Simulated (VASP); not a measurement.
Wanted: the native input for a VASP 6.6.1 run.

```yaml
Task: relaxation of cell and atoms
Functional: r2SCAN
Potentials_or_basis: VASP PAW PBE potentials, release 64 (Ag, Br)
Cutoff: 550 eV
k_mesh: 8 × 8 × 8
Occupations: fermi-dirac, width 0.02 eV
Spin: no spin polarisation
Dipole_correction: no
Further_INCAR_settings: ALGO = Normal; EDIFF = 1e-07; IBRION = 2; EDIFFG = -0.005; NSW = 80; ISIF = 3
```

AgBr:

```
Ag Br
1.0
     0.00000    2.92002    2.92002
     2.92002    0.00000    2.92002
     2.92002    2.92002    0.00000
Ag Br
1 1
Cartesian
  0.0000 0.0000 0.0000
  2.9200 2.9200 2.9200
```

These files were run (other wordings do the same):

POSCAR

```
AgBr
1.0
    0.0000000000      2.9200236241      2.9200236241
    2.9200236241      0.0000000000      2.9200236241
    2.9200236241      2.9200236241      0.0000000000
Ag Br
1 1
Direct
    0.0000000000      0.0000000000      0.0000000000
    0.5000000000      0.5000000000      0.5000000000
```

INCAR.step1

```
SYSTEM = AgBr
PREC     = Accurate       ! precision mode
ENCUT    = 550            ! plane-wave cutoff, eV
ISMEAR   = -1             ! smearing method
SIGMA    = 0.02           ! smearing width, eV
LREAL    = .False.        ! projectors in reciprocal space
LASPH    = .True.         ! aspherical terms in the spheres
NELM     = 120            ! most SCF steps
GGA      = PE             ! functional
ALGO     = Normal         ! electronic algorithm
EDIFF    = 1E-5           ! SCF threshold, eV
LWAVE    = .True.         ! write WAVECAR
LCHARG   = .False.        ! write CHGCAR
GGA_COMPAT= .False.      
IBRION   = 2              ! ionic algorithm
ISIF     = 3              ! what is computed and relaxed
EDIFFG   = -0.005         ! ionic threshold
NELMIN   = 4            
NSW      = 100            ! ionic steps
```

INCAR.step2

```
SYSTEM = AgBr
PREC     = Accurate       ! precision mode
ENCUT    = 550            ! plane-wave cutoff, eV
EDIFF    = 1E-7           ! SCF threshold, eV
ISMEAR   = -1             ! smearing method
SIGMA    = 0.02           ! smearing width, eV
LREAL    = .False.        ! projectors in reciprocal space
LASPH    = .True.         ! aspherical terms in the spheres
NELM     = 120            ! most SCF steps
ALGO     = Normal         ! electronic algorithm
ISIF     = 3              ! what is computed and relaxed
LWAVE    = .False.        ! write WAVECAR
LCHARG   = .False.        ! write CHGCAR
METAGGA  = R2SCAN         ! meta-GGA
LMIXTAU  = .True.       
IBRION   = 2              ! ionic algorithm
NSW      = 80             ! ionic steps
EDIFFG   = -0.005         ! ionic threshold
ISTART   = 1            
GGA_COMPAT= .False.      
NELMIN   = 4
```

KPOINTS

```
Automatic mesh
0
Gamma
  8 8 8
  0 0 0
```

Potentials or basis: VASP PAW PBE potentials, release 64 (Ag, Br).

Launch:

```sh
$ cat potpaw_PBE.64/Ag/POTCAR potpaw_PBE.64/Br/POTCAR > POTCAR
$ cp INCAR.step1 INCAR
$ mpirun -np 1 vasp_std > vasp.out
$ cp INCAR.step2 INCAR
$ mpirun -np 1 vasp_std > vasp.out
```

Results of the run:

```
Relaxed volume                        : 24.17 Å³/atom
Relaxed cell                          : a = 4.089 Å, b = 4.089 Å, c = 4.089 Å, α = 60.00°, β = 60.00°, γ = 60.00°
Space group after relaxing (to 0.1 Å) : Fm-3m (No. 225)
Energy gained by relaxing             : 3.0 meV/atom
Ionic steps                           : 3
Pressure after relaxing               : 0.0 GPa
Band gap on the k mesh                : 1.25 eV (least direct gap 3.19 eV)
```

Caveat: the PAW data sets were made with another functional, which shifts forces and pressure a little.

Wall time 3 min on 1 thread of Intel Xeon 8259CL (shared host), peak memory 0.21 GiB.
